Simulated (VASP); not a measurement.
# TiC (I4/mmm) in VASP: notebook

The runs below take TiC through single point, with LDA.

Everything below comes from runs of VASP 6.6.1. Logs are shortened: lines on timing, memory, paths and dates and some standing lists are left out, and cuts for length are marked.

## Step 1: The cell of the first run

Symmetry: I4/mmm, No. 139, tetragonal system. Conventional cell: a = 2.804 Å, b = 2.804 Å, c = 5.155 Å, α = 90.00°, β = 90.00°, γ = 90.00°. Ti (site symmetry 4/mmm) has 6 C at 1.98 to 2.58 Å within 2.6 Å. C (site symmetry 4/mmm) has 6 Ti at 1.98 to 2.58 Å within 2.6 Å.

## Step 2: Single point, LDA

Input file INCAR:

```
SYSTEM = TiC
PREC     = Accurate       ! precision mode
ENCUT    = 520            ! plane-wave cutoff, eV
EDIFF    = 1E-6           ! SCF threshold, eV
ISMEAR   = 0              ! smearing method
SIGMA    = 0.15           ! smearing width, eV
LREAL    = .False.        ! projectors in reciprocal space
LASPH    = .True.         ! aspherical terms in the spheres
NELM     = 80             ! most SCF steps
ALGO     = Normal         ! electronic algorithm
ISIF     = 2              ! what is computed and relaxed
LWAVE    = .False.        ! write WAVECAR
LCHARG   = .False.        ! write CHGCAR
GGA      = CA             ! functional
NBANDS   = 15             ! bands
```

Input file KPOINTS:

```
Automatic mesh
0
Gamma
  20 20 20
  0 0 0
```

Input file POSCAR:

```
TiC
1.0
    0.0000000000      1.9827873478      2.5776235521
    1.9827873478      0.0000000000      2.5776235521
    1.9827873478      1.9827873478      0.0000000000
Ti C
1 1
Direct
    0.0000000000      0.0000000000      0.0000000000
    0.5000000000      0.5000000000      0.5000000000
```

Potentials or basis: VASP PAW LDA potentials, release 64 (Ti_sv, C).

Launch:

```
$ cat potpaw_LDA.64/Ti_sv/POTCAR potpaw_LDA.64/C/POTCAR > POTCAR
$ mpirun -np 1 vasp_std > vasp.out
```

OUTCAR:

```text
SYSTEM = TiC
   PREC = Accurate
   ENCUT = 520
   EDIFF = 1E-6
   ISMEAR = 0
   LREAL = .False.
   LASPH = .True.
   NELM = 80
   ISIF = 2
   GGA = CA

 ion  position               nearest neighbor table
   1  0.000  0.000  0.000-   2 1.98   2 1.98   2 1.98   2 1.98
   2  0.500  0.500  0.500-   1 1.98   1 1.98   1 1.98   1 1.98

  LATTYP: Found a body centered tetragonal cell.
 ALAT       =     2.8040847586
 C/A-ratio  =     1.8384776311

  Lattice vectors:

 A1 = (  -1.9827873478,   0.0000000000,   2.5776235521)
 A2 = (   1.9827873478,   0.0000000000,   2.5776235521)
 A3 = (   0.0000000000,   1.9827873478,  -2.5776235521)

Analysis of symmetry for initial positions (statically):
=====================================================================
 Subroutine PRICEL returns:
 Original cell was already a primitive cell.

 Routine SETGRP: Setting up the symmetry group for a
 body centered tetragonal supercell.

 Subroutine GETGRP returns: Found 16 space group operations
 (whereof 16 operations were pure point group operations)
 out of a pool of 16 trial point group operations.

The static configuration has the point symmetry D_4h.

Analysis of symmetry for dynamics (positions and initial velocities):
=====================================================================
 Subroutine PRICEL returns:
 Original cell was already a primitive cell.

 Routine SETGRP: Setting up the symmetry group for a
 body centered tetragonal supercell.

 Subroutine GETGRP returns: Found 16 space group operations
 (whereof 16 operations were pure point group operations)
 out of a pool of 16 trial point group operations.

The dynamic configuration has the point symmetry D_4h.

 Subroutine INISYM returns: Found 16 space group operations
 (whereof 16 operations are pure point group operations),
 and found     1 'primitive' translations

----------------------------------------------------------------------------------------

                                     Primitive cell

  volume of cell :      20.2676

  direct lattice vectors                    reciprocal lattice vectors
     0.000000000  1.982787348  2.577623552    -0.252170259  0.252170259  0.193977123
     1.982787348  0.000000000  2.577623552     0.252170259 -0.252170259  0.193977123
     1.982787348  1.982787348  0.000000000     0.252170259  0.252170259 -0.193977123

  length of vectors
     3.252013045  3.252013045  2.804084759     0.405964042  0.405964042  0.405964042
[... 78 lines left out ...]
   LASPH  =      T    aspherical Exc in radial PAW
   ENCUT  =  520.0 eV  38.22 Ry    6.18 a.u.   6.05  6.05  5.21*2*pi/ulx,y,z
   NELM   =     80;   NELMIN=  2; NELMDL= -5     # of ELM steps
   EDIFF  = 0.1E-05   stopping-criterion for ELM
   LREAL  =      F    real-space projection
[... 7 lines left out ...]
   TEBEG  =    0.0;   TEEND  =   0.0 temperature during run
   PSTRESS=    0.0 pullay stress
   NELECT =      16.0000    total number of electrons
   NUPDOWN=      -1.0000    fix difference up-down
   EMIN   =  10.00;   EMAX   =-10.00  energy-range for DOS
   EFERMI =   0.00;   METHOD = LEGACY
   ISMEAR =     0;   SIGMA  =   0.15  broadening in eV -4-tet -1-fermi 0-gaus
   EFERMI_NEDOS =   21; number of points for ismear=-14 and -15
   IALGO  =     38    algorithm
   IMIX   =      4    mixing-type and parameters
     AMIX     =   0.40;   BMIX     =  1.00
     AMIX_MAG =   1.60;   BMIX_MAG =  1.00
  volume/ion in A,a.u.               =      10.13        68.39
  Fermi-wavevector in a.u.,A,eV,Ry     =   1.513030  2.859212 31.147275  2.289260
  Thomas-Fermi vector in A             =   2.622876
   LORBIT       =      0    0 simple, 1 ext, 2 COOP (PROOUT), +10 PAW based schemes
   GGA     = CA    functional components
   LHFCALC =     F    Hartree Fock is set to
   AEXX    =    0.0000 exact exchange contribution
   IVDW    =     0    specifies the selected vdW correction
   LEPSILON=     F    determine dielectric tensor
   LRPA    =     F    only Hartree local field effects (RPA)
 non-spin polarized calculation
 Gauss-broadening in eV      SIGMA  =   0.15
  energy-cutoff  :      520.00
  volume of cell :       20.27
 maximum number of plane-waves:       566
   NGX = 13   NGY = 13   NGZ = 11

 number of electron      16.0000004 magnetization

 Free energy of the ion-electron system (eV)
  ---------------------------------------------------
  ext. energy  EPLUGINS =         0.00000000
  ---------------------------------------------------
  free energy    TOTEN  =       -19.55226509 eV

  energy without entropy =      -19.54928693  energy(sigma->0) =      -19.55077601

 E-fermi :   9.3178     XC(G=0): -12.8619

 val. band max:        9.3100286862   @ k =  -0.1000   0.0000   0.0500
 cond. band min:       9.3209761384   @ k =   0.4500  -0.0000   0.3500
 fundamental gap:      0.0109474522
 Fermi energy:         9.3177737211

 k-point     1 :       0.0000    0.0000    0.0000
  band No.  band energies     occupation
      1     -46.4114      2.00000
      2     -23.1045      2.00000
      3     -22.6899      2.00000
      4     -22.6899      2.00000
      5      -2.9700      2.00000
      6       8.7301      2.00000
      7       9.0537      1.98721
      8      10.1944      0.00000
      9      10.8298      0.00000
     10      10.8298      0.00000
     11      11.3604      0.00000
     12      11.3604      0.00000
     13      11.9693      0.00000
     14      20.9330      0.00000
[... 401 lines left out ...]
      2     -23.3570      2.00000
      3     -23.1304      2.00000
      4     -22.6283      2.00000
      5       0.0430      2.00000
      6       4.5094      2.00000
      7       5.9298      2.00000
      8       6.4243      2.00000
      9      11.7202      0.00000
     10      11.8872      0.00000
     11      13.5735      0.00000
     12      15.1110      0.00000
     13      18.0616      0.00000
     14      19.4119      0.00000
     15      24.0866      0.00000

 [... further k-points ...]
[... 5 lines left out ...]
  --------------------------------------------------------------------------------------
  -------------------------------------------------------------------------------------
  Total        6.1407536      6.1407536     -4.8624641      0.0000000      0.0000000      0.0000000
  in kB      485.4343310    485.4343310   -384.3839304      0.0000000      0.0000000      0.0000000
  external PRESSURE =     195.4949105 kB  Pullay stress =       0.0000000 kB

 VOLUME and BASIS-vectors are now :
 -----------------------------------------------------------------------------
  energy-cutoff  :      520.00
  volume of cell :       20.27
      direct lattice vectors                 reciprocal lattice vectors
     0.000000000  1.982787348  2.577623552    -0.252170259  0.252170259  0.193977123
     1.982787348  0.000000000  2.577623552     0.252170259 -0.252170259  0.193977123
     1.982787348  1.982787348  0.000000000     0.252170259  0.252170259 -0.193977123

 POSITION                                       TOTAL-FORCE (eV/Angst)
 -----------------------------------------------------------------------------------
      0.00000      0.00000      0.00000        -0.000000     -0.000000      0.000000
      1.98279      1.98279      2.57762         0.000000      0.000000     -0.000000
 -----------------------------------------------------------------------------------
    total drift:                                0.000000     -0.000000     -0.000000

  FREE ENERGIE OF THE ION-ELECTRON SYSTEM (eV)
  ---------------------------------------------------
  free  energy   TOTEN  =       -19.5522650916 eV

  energy  without entropy=      -19.5492869263  energy(sigma->0) =      -19.55077601
```

stdout:

```text
POSCAR found type information on POSCAR TiC
 POSCAR found :  2 types and       2 ions
 scaLAPACK will be used
 LDA part: xc-table for (Slater(with rela. corr.)+CA(PZ))
 , standard interpolation
 POSCAR, INCAR and KPOINTS ok, starting setup
 FFT: planning ... GRIDC
 FFT: planning ... GRID_SOFT
 FFT: planning ... GRID
 WAVECAR not read
 entering main loop
```

Wall time 1.9 min (1 thread of Intel Xeon 8259CL, shared host); peak memory 0.3 GiB.

Results:

| Item | Value |
| --- | --- |
| Free energy | -19.5523 eV |
| Pressure | 19.5 GPa |
| Band gap on the k mesh | zero (bands 8 and 9 overlap by 2.29 eV) |

Caveat: the stress differs along the axes, from -38 to 49 GPa.

## Step 3: Single point, LDA

This run uses another cell than the first one, of the same volume but with other edges.

Input file INCAR:

```
SYSTEM = TiC
ALGO = Normal
EDIFF = 1E-6
ENCUT = 520
GGA = CA
ISIF = 2
ISMEAR = 0
LASPH = .TRUE.
LCHARG = .FALSE.
LREAL = .FALSE.
LWAVE = .FALSE.
NBANDS = 15
NELM = 80
PREC = Accurate
SIGMA = 0.15
```

Input file KPOINTS:

```
k-points
0
G
  20 20 20
  0 0 0
```

Input file POSCAR:

```
TiC
1.0
    0.0000000000      2.2249895759      2.0469904099
    2.2249895759      0.0000000000      2.0469904099
    2.2249895759      2.2249895759      0.0000000000
Ti C
1 1
Direct
    0.0000000000      0.0000000000      0.0000000000
    0.5000000000      0.5000000000      0.5000000000
```

Potentials or basis: VASP PAW LDA potentials, release 64 (Ti_sv, C).

Launch:

```
$ cat potpaw_LDA.64/Ti_sv/POTCAR potpaw_LDA.64/C/POTCAR > POTCAR
$ mpirun -np 1 vasp_std > vasp.out
```

It took 2 min on 1 thread of Intel Xeon 8259CL, shared host; peak memory 0.3 GiB.

Results (log left out):

```yaml
Free_energy: -20.3872 eV
Pressure: -8.1 GPa
Band_gap_on_the_k_mesh: zero (bands 8 and 9 overlap by 2.01 eV)
```

Stress tensor (GPa, compression positive):
```
-20.25   0.00   0.00
  0.00 -20.25   0.00
  0.00   0.00  16.30
```

Levels at points of the mesh, in eV from the Fermi level:
```tsv
k point	band 5	band 6	band 7	band 8	band 9	band 10	band 11	band 12
(0.00, 0.00, 0.00)	-12.23	0.46	0.46	1.05	1.41	1.58	1.58	1.85
(0.50, 0.00, 0.00)	-8.63	-5.84	-3.02	-2.91	2.70	3.12	4.19	7.64
(0.50, 0.50, 0.00)	-9.87	-2.71	-1.78	-0.42	-0.42	2.78	3.51	3.51
(0.50, 0.00, 0.50)	-10.02	-3.66	-1.60	0.18	0.30	2.63	3.23	3.68
```

Caveat: the stress differs along the axes, from -20 to 16 GPa.

## Step 4: Single point, LDA

This run uses another cell than the first one, of the same volume but with other edges.

Input file INCAR:

```
ALGO = Normal
EDIFF = 1E-6
ENCUT = 520
GGA = CA
ISIF = 2
ISMEAR = 0
LASPH = T
LCHARG = F
LREAL = F
LWAVE = F
NBANDS = 15
NELM = 60
PREC = Accurate
SIGMA = 0.15
```

Input file KPOINTS:

```
k-points
0
Gamma
  20 20 20
```

Input file POSCAR:

```
TiC
1.0
    0.0000000000      2.0963302185      2.3059632404
    2.0963302185      0.0000000000      2.3059632404
    2.0963302185      2.0963302185      0.0000000000
Ti C
1 1
Direct
    0.0000000000      0.0000000000      0.0000000000
    0.5000000000      0.5000000000      0.5000000000
```

Launch:

```
$ cat potpaw_LDA.64/Ti_sv/POTCAR potpaw_LDA.64/C/POTCAR > POTCAR
$ mpirun -np 1 vasp_std > vasp.out
```

It took 2 min on 1 thread of Intel Xeon 8259CL, shared host; peak memory 0.3 GiB.

Results (log left out):

- Free energy: -20.3777 eV
- Pressure: -7.2 GPa
- Band gap on the k mesh: zero (bands 8 and 9 overlap by 1.55 eV)

Stress tensor (GPa, compression positive):
```
  3.36   0.00   0.00
  0.00   3.36   0.00
  0.00   0.00 -28.31
```

Levels at points of the mesh, in eV from the Fermi level:
```csv
k point,band 4,band 5,band 6,band 7,band 8,band 9,band 10,band 11,band 12,band 13
"(0.00, 0.00, 0.00)",-32.20,-12.23,0.19,0.90,0.90,1.17,1.45,1.81,1.81,2.08
"(0.50, 0.00, 0.00)",-32.21,-8.63,-5.84,-3.08,-2.88,2.74,3.10,4.20,7.46,8.10
"(0.50, 0.50, 0.00)",-32.33,-10.11,-3.98,-1.58,0.46,0.46,2.75,3.42,3.42,5.35
"(0.50, 0.00, 0.50)",-32.47,-9.92,-3.01,-1.70,-0.20,-0.19,2.65,3.15,3.85,6.32
```

Caveat: the stress differs along the axes, from -28 to 3 GPa.

## Step 5: Single point, LDA

This run uses another cell than the first one, of the same volume but with other edges.

Input file INCAR:

```
  PREC = Accurate
  ENCUT = 520
  EDIFF = 1E-7
  ISMEAR = 0
  SIGMA = 0.15
  LREAL = F
  LASPH = T
  NELM = 60
  ALGO = Normal
  ISIF = 2
  LWAVE = F
  LCHARG = F
  GGA = CA
  NBANDS = 15
```

Input file KPOINTS:

```
Automatic mesh
0
Gamma
  20 20 20
```

Input file POSCAR:

```
TiC
1.0
    0.0000000000      2.4981555169      1.6238010860
    2.4981555169      0.0000000000      1.6238010860
    2.4981555169      2.4981555169      0.0000000000
Ti C
1 1
Direct
    0.0000000000      0.0000000000      0.0000000000
    0.5000000000      0.5000000000      0.5000000000
```

Potentials or basis: VASP PAW LDA potentials, release 64 (Ti_sv, C).

Launch:

```
$ cat potpaw_LDA.64/Ti_sv/POTCAR potpaw_LDA.64/C/POTCAR > POTCAR
$ mpirun -np 1 vasp_std > vasp.out
```

OUTCAR:

```text
PREC = Accurate
   ENCUT = 520
   EDIFF = 1E-7
   ISMEAR = 0
   LREAL = F
   LASPH = T
   NELM = 60
   ISIF = 2
   GGA = CA

 ion  position               nearest neighbor table
   1  0.000  0.000  0.000-   2 1.62   2 1.62
   2  0.500  0.500  0.500-   1 1.62   1 1.62

  LATTYP: Found a body centered tetragonal cell.
 ALAT       =     3.5329254129
 C/A-ratio  =     0.9192388156

  Lattice vectors:

 A1 = (   0.0000000000,  -2.4981555169,  -1.6238010860)
 A2 = (   0.0000000000,   2.4981555169,  -1.6238010860)
 A3 = (   2.4981555169,   0.0000000000,   1.6238010860)

Analysis of symmetry for initial positions (statically):
=====================================================================
 Subroutine PRICEL returns:
 Original cell was already a primitive cell.

 Routine SETGRP: Setting up the symmetry group for a
 body centered tetragonal supercell.

 Subroutine GETGRP returns: Found 16 space group operations
 (whereof 16 operations were pure point group operations)
 out of a pool of 16 trial point group operations.

The static configuration has the point symmetry D_4h.

Analysis of symmetry for dynamics (positions and initial velocities):
=====================================================================
 Subroutine PRICEL returns:
 Original cell was already a primitive cell.

 Routine SETGRP: Setting up the symmetry group for a
 body centered tetragonal supercell.

 Subroutine GETGRP returns: Found 16 space group operations
 (whereof 16 operations were pure point group operations)
 out of a pool of 16 trial point group operations.

The dynamic configuration has the point symmetry D_4h.

 Subroutine INISYM returns: Found 16 space group operations
 (whereof 16 operations are pure point group operations),
 and found     1 'primitive' translations

----------------------------------------------------------------------------------------

                                     Primitive cell

[... 114 lines left out ...]
   LORBIT       =      0    0 simple, 1 ext, 2 COOP (PROOUT), +10 PAW based schemes
   GGA     = CA    functional components
   LHFCALC =     F    Hartree Fock is set to
   AEXX    =    0.0000 exact exchange contribution
   IVDW    =     0    specifies the selected vdW correction
   LEPSILON=     F    determine dielectric tensor
   LRPA    =     F    only Hartree local field effects (RPA)
 non-spin polarized calculation
 Gauss-broadening in eV      SIGMA  =   0.15
  energy-cutoff  :      520.00
  volume of cell :       20.27
 maximum number of plane-waves:       570
 NGX is ok and might be reduce to    24

 number of electron      15.9999998 magnetization

 Free energy of the ion-electron system (eV)
  ---------------------------------------------------
  ext. energy  EPLUGINS =         0.00000000
  ---------------------------------------------------
  free energy    TOTEN  =       -15.74516914 eV

  energy without entropy =      -15.73572196  energy(sigma->0) =      -15.74044555

 E-fermi :   9.7027     XC(G=0): -12.6934

 val. band max:        9.7007035201   @ k =  -0.2500   0.4000   0.2500
 cond. band min:       9.7027663020   @ k =   0.0500   0.0000   0.0500
 fundamental gap:      0.0020627819
 Fermi energy:         9.7027007722

 k-point     1 :       0.0000    0.0000    0.0000
  band No.  band energies     occupation
      1     -46.1529      2.00000
      2     -23.4700      2.00000
      3     -22.4698      2.00000
      4     -22.4698      2.00000
      5      -3.0008      2.00000
      6       8.3850      2.00000
      7       9.6079      1.62877
      8       9.7310      0.78985
      9       9.7310      0.78985
     10       9.9308      0.03154
     11       9.9308      0.03154
     12      12.2958      0.00000
     13      14.1752      0.00000
     14      24.1901      0.00000
[... 401 lines left out ...]
      2     -23.7082      2.00000
      3     -22.6230      2.00000
      4     -22.6061      2.00000
      5      -0.2174      2.00000
      6       4.2153      2.00000
      7       5.3201      2.00000
      8       7.1960      2.00000
      9      11.7716      0.00000
     10      12.0699      0.00000
     11      13.6959      0.00000
     12      16.0439      0.00000
     13      17.2100      0.00000
     14      18.9910      0.00000
     15      22.9517      0.00000

 [... further k-points ...]
[... 5 lines left out ...]
  --------------------------------------------------------------------------------------
  -------------------------------------------------------------------------------------
  Total       -3.6198421     -3.6198421     32.2331180      0.0000000     -0.0000000     -0.0000000
  in kB     -286.1530901   -286.1530901   2548.0687104      0.0000000     -0.0000000     -0.0000000
  external PRESSURE =     658.5875101 kB  Pullay stress =       0.0000000 kB

 VOLUME and BASIS-vectors are now :
 -----------------------------------------------------------------------------
  energy-cutoff  :      520.00
  volume of cell :       20.27
      direct lattice vectors                 reciprocal lattice vectors
     0.000000000  2.498155517  1.623801086    -0.200147668  0.200147668  0.307919489
     2.498155517  0.000000000  1.623801086     0.200147668 -0.200147668  0.307919489
     2.498155517  2.498155517  0.000000000     0.200147668  0.200147668 -0.307919489

 POSITION                                       TOTAL-FORCE (eV/Angst)
 -----------------------------------------------------------------------------------
      0.00000      0.00000      0.00000         0.000000      0.000000      0.000000
      2.49816      2.49816      1.62380         0.000000     -0.000000     -0.000000
 -----------------------------------------------------------------------------------
    total drift:                                0.000000     -0.000000     -0.000000

  FREE ENERGIE OF THE ION-ELECTRON SYSTEM (eV)
  ---------------------------------------------------
  free  energy   TOTEN  =       -15.7451691355 eV

  energy  without entropy=      -15.7357219648  energy(sigma->0) =      -15.74044555
```

Run time: 2.6 min. Hardware: 1 thread of Intel Xeon 8259CL, shared host; peak memory 0.3 GiB.

What came out:

```
Free energy            : -15.7452 eV
Pressure               : 65.9 GPa
Band gap on the k mesh : zero (bands 8 and 9 overlap by 2.16 eV)
```

Levels at points of the mesh, in eV from the Fermi level:
| k point | band 5 | band 6 | band 7 | band 8 | band 9 | band 10 | band 11 | band 12 |
| --- | --- | --- | --- | --- | --- | --- | --- | --- |
| (0.00, 0.00, 0.00) | -12.70 | -1.32 | -0.09 | 0.03 | 0.03 | 0.23 | 0.23 | 2.59 |
| (0.50, 0.00, 0.00) | -7.55 | -6.53 | -5.04 | -4.98 | 1.90 | 3.22 | 5.73 | 6.78 |
| (0.50, 0.50, 0.00) | -10.92 | -2.53 | -2.47 | -2.47 | 1.89 | 2.65 | 2.65 | 3.41 |
| (0.50, 0.00, 0.50) | -11.25 | -4.92 | -0.99 | 0.02 | 0.45 | 2.35 | 2.97 | 3.54 |

Caveat: the stress differs along the axes, from -29 to 255 GPa.

[end of part 1 of 2]

The gap in the log of VASP goes by the Fermi energy; the results here count the filled bands.